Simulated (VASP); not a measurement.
# Hg (Fd-3m) in VASP: further runs, part 2 of 2

VASP 6.6.1. The steps go on from the part before.

**4. Relaxation of cell and atoms, LDA**

This run uses another cell than the first one, of 28.36 Å³/atom.

Input file INCAR:

```
PREC = Accurate
ENCUT = 600
EDIFF = 1E-7
ISMEAR = -1
SIGMA = 0.05
LREAL = False
LASPH = True
NELM = 100
ALGO = Normal
ISIF = 3
LWAVE = False
LCHARG = False
IBRION = 2
NSW = 60
EDIFFG = -0.005
```

Input file KPOINTS:

```
regular mesh
0
Gamma
  12 12 12
```

Input file POSCAR:

```
Hg
1.0
    0.0000000000      3.0496819520      3.0496819520
    3.0496819520      0.0000000000      3.0496819520
    3.0496819520      3.0496819520      0.0000000000
Hg
2
Direct
   -0.1250000000     -0.1250000000     -0.1250000000
    0.1250000000      0.1250000000      0.1250000000
```

Potentials or basis: VASP PAW LDA potentials, release 64 (Hg).

Run with:

```bash
> cat potpaw_LDA.64/Hg/POTCAR > POTCAR
> mpirun -np 1 vasp_std > vasp.out
```

OUTCAR:

```text
PREC = Accurate
   ENCUT = 600
   EDIFF = 1E-7
   ISMEAR = -1
   LREAL = False
   LASPH = True
   NELM = 100
   ISIF = 3
   IBRION = 2
   NSW = 60
   EDIFFG = -0.005

 ion  position               nearest neighbor table
   1  0.875  0.875  0.875-   2 2.64   2 2.64   2 2.64   2 2.64
   2  0.125  0.125  0.125-   1 2.64   1 2.64   1 2.64   1 2.64

  LATTYP: Found a face centered cubic cell.
 ALAT       =     6.0993639040

  Lattice vectors:

 A1 = (   0.0000000000,   3.0496819520,   3.0496819520)
 A2 = (   3.0496819520,   0.0000000000,   3.0496819520)
 A3 = (   3.0496819520,   3.0496819520,   0.0000000000)

Analysis of symmetry for initial positions (statically):
=====================================================================
 Subroutine PRICEL returns:
[... 285 lines left out ...]
  ext. energy  EPLUGINS =         0.00000000
  ---------------------------------------------------
  free energy    TOTEN  =        -1.37927974 eV

  energy without entropy =       -1.37015602  energy(sigma->0) =       -1.37471788

 E-fermi :   0.6686     XC(G=0):  -9.0450

 val. band max:        0.6548258652   @ k =  -0.3333   0.4167   0.1667
 cond. band min:       0.6802679097   @ k =   0.2500   0.0000   0.0000
 fundamental gap:      0.0254420445
 Fermi energy:         0.6685845716

 k-point     1 :       0.0000    0.0000    0.0000
  band No.  band energies     occupation
      1      -7.2701      2.00000
      2      -7.1575      2.00000
      3      -7.1575      2.00000
      4      -7.1575      2.00000
      5      -7.0779      2.00000
      6      -7.0779      2.00000
[... 433 lines left out ...]
      3      -7.1152      2.00000
      4      -6.8442      2.00000
      5      -6.8025      2.00000
      6      -6.7108      2.00000
[... 8 lines left out ...]
     15       5.9340      0.00000
     16       7.5914      0.00000

 [... further k-points ...]
[... 5 lines left out ...]
  --------------------------------------------------------------------------------------
  -------------------------------------------------------------------------------------
  Total       -0.0039408     -0.0039408     -0.0039408      0.0000000     -0.0000000     -0.0000000
  in kB       -0.0926374     -0.0926374     -0.0926374      0.0000000     -0.0000000     -0.0000000
  external PRESSURE =      -0.0926374 kB  Pullay stress =       0.0000000 kB
[... 17 lines left out ...]
  FREE ENERGIE OF THE ION-ELECTRON SYSTEM (eV)
  ---------------------------------------------------
  free  energy   TOTEN  =        -1.3792797447 eV

  energy  without entropy=       -1.3701560228  energy(sigma->0) =       -1.37471788

 reached required accuracy - stopping structural energy minimisation
```

OSZICAR:

```text
N       E                     dE             d eps       ncg     rms          rms(c)
DAV:   1     0.182994173960E+03    0.18299E+03   -0.13319E+04  2304   0.158E+03
DAV:   2     0.270650122211E+01   -0.18029E+03   -0.17464E+03  2424   0.364E+02
DAV:   3    -0.130634144855E+01   -0.40128E+01   -0.40015E+01  2768   0.629E+01
DAV:   4    -0.131362511975E+01   -0.72837E-02   -0.72834E-02  2488   0.252E+00
[... 35 lines left out ...]
DAV:   3    -0.137941727701E+01    0.88202E-03   -0.28820E-03  2592   0.532E-01    0.253E-01
DAV:   4    -0.137928447103E+01    0.13281E-03   -0.16566E-04  2352   0.122E-01    0.127E-02
DAV:   5    -0.137927930597E+01    0.51651E-05   -0.27799E-05  2528   0.577E-02    0.320E-03
DAV:   6    -0.137927971367E+01   -0.40769E-06   -0.13371E-06  2520   0.129E-02    0.187E-03
DAV:   7    -0.137927974473E+01   -0.31060E-07   -0.15401E-07  1776   0.361E-03
   4 F= -.13792797E+01 E0= -.13747179E+01  d E =-.240382E+00
```

Wall time 5.1 min (1 thread of Intel Xeon 8259CL, shared host); peak memory 0.22 GiB.

Results:

```yaml
Free_energy: -1.3793 eV
Relaxed_volume: 34.08 Å³/atom
Relaxed_cell: a = 4.585 Å, b = 4.585 Å, c = 4.585 Å, α = 60.00°, β = 60.00°, γ = 60.00°
Space_group_after_relaxing_to_0.1_Å: Fd-3m (No. 227)
Energy_gained_by_relaxing: 120.2 meV/atom
Ionic_steps: 4
Pressure_after_relaxing: 0.0 GPa
Band_gap_on_the_k_mesh: zero (bands 12 and 13 overlap by 3.92 eV)
```

The path:
```
step  energy change (eV)  largest force (eV/Å)  pressure (GPa)  volume (Å³)
   1              0.0000                0.0000            8.82        56.73
   2             -0.2343                0.0000           -0.78        70.54
   3             -0.2402                0.0000            0.16        67.69
   4             -0.2404                0.0000           -0.01        68.16
```

Final structure:
```xyz
2
Lattice="0.0000 3.2421 3.2421 3.2421 0.0000 3.2421 3.2421 3.2421 0.0000" Properties=species:S:1:pos:R:3 pbc="T T T"
Hg    5.6737    5.6737    5.6737
Hg    0.8105    0.8105    0.8105
```

Caveat: the volume moved by over 15 % at a fixed basis, so the end points are rough; spin-orbit coupling is left out, which moves the levels of the heavy elements.

**5. Relaxation of cell and atoms, LDA**

Input file INCAR:

```
  PREC = Accurate
  ENCUT = 600
  EDIFF = 1E-6
  ISMEAR = -1
  SIGMA = 0.05
  LREAL = F
  LASPH = T
  NELM = 100
  ALGO = Normal
  ISIF = 3
  LWAVE = F
  LCHARG = F
  IBRION = 2
  NSW = 45
  EDIFFG = -0.005
```

KPOINTS is that of step 4.

Input file POSCAR:

```
Hg
1.0
    0.0000000000      3.2230042936      3.2230042936
    3.2230042936      0.0000000000      3.2230042936
    3.2230042936      3.2230042936      0.0000000000
Hg
2
Direct
   -0.1250000000     -0.1250000000     -0.1250000000
    0.1250000000      0.1250000000      0.1250000000
```

Run with:

```bash
> cat potpaw_LDA.64/Hg/POTCAR > POTCAR
> mpirun -np 1 vasp_std > vasp.out
```

It took 3.2 min on 1 thread of Intel Xeon 8259CL, shared host; peak memory 0.23 GiB.

The run converged. Its results:

| Quantity | Value |
| --- | --- |
| Free energy | -1.3828 eV |
| Relaxed volume | 34.12 Å³/atom |
| Relaxed cell | a = 4.587 Å, b = 4.587 Å, c = 4.587 Å, α = 60.00°, β = 60.00°, γ = 60.00° |
| Space group after relaxing (to 0.1 Å) | Fd-3m (No. 227) |
| Energy gained by relaxing | 1.0 meV/atom |
| Ionic steps | 3 |
| Pressure after relaxing | 0.0 GPa |
| Band gap on the k mesh | zero (bands 12 and 13 overlap by 3.90 eV) |

The path:
```tsv
step	energy change (eV)	largest force (eV/Å)	pressure (GPa)	volume (Å³)
1	0.0000	0.0000	0.47	66.96
2	-0.0018	0.0000	0.13	67.92
3	-0.0019	0.0000	0.02	68.24
```

Final structure:
```
Hg
1.0
     0.00000    3.24338    3.24338
     3.24338    0.00000    3.24338
     3.24338    3.24338    0.00000
Hg
2
Direct
  0.87500 0.87500 0.87500
  0.12500 0.12500 0.12500
```

Levels at points of the mesh, in eV from the Fermi level:
```csv
k point,band 9,band 10,band 11,band 12,band 13,band 14,band 15,band 16
"(0.00, 0.00, 0.00)",-6.56,-6.14,-6.14,3.58,5.24,5.24,5.24,6.55
"(0.50, 0.00, 0.00)",-6.14,-6.14,-4.71,-3.15,3.20,3.20,3.97,7.31
"(0.50, 0.50, 0.00)",-6.04,-6.04,-3.58,-3.58,1.05,1.05,4.33,4.33
```

Caveat: spin-orbit coupling is left out, which moves the levels of the heavy elements.

**6. Summary**

| task | cell | cutoff (eV) | gap on the mesh (eV) | pressure (GPa) | relaxed volume (Å³/atom) |
| --- | --- | --- | --- | --- | --- |
| single point | a = 4.558 Å, angles 60.0°, 2 atoms | 520 | none | 0.4 | - |
| relaxation of cell and atoms | relaxed from a = 4.313 Å, angles 60.0°, 2 atoms | 600 | none | 0.0 | 34.08 |
| relaxation of cell and atoms | relaxed from a = 4.558 Å, angles 60.0°, 2 atoms | 600 | none | 0.0 | 34.12 |

Alike in all rows: level LDA; potentials or basis VASP PAW LDA potentials, release 64 (Hg); no spin polarisation; k mesh 12 × 12 × 12; smearing fermi-dirac 0.05 eV.

Caveats: spin-orbit coupling is left out, which moves the levels of the heavy elements; the volume moved by over 15 % at a fixed basis, so the end points are rough (at least some runs).

Absolute energies hang on the potentials; compare differences alone.
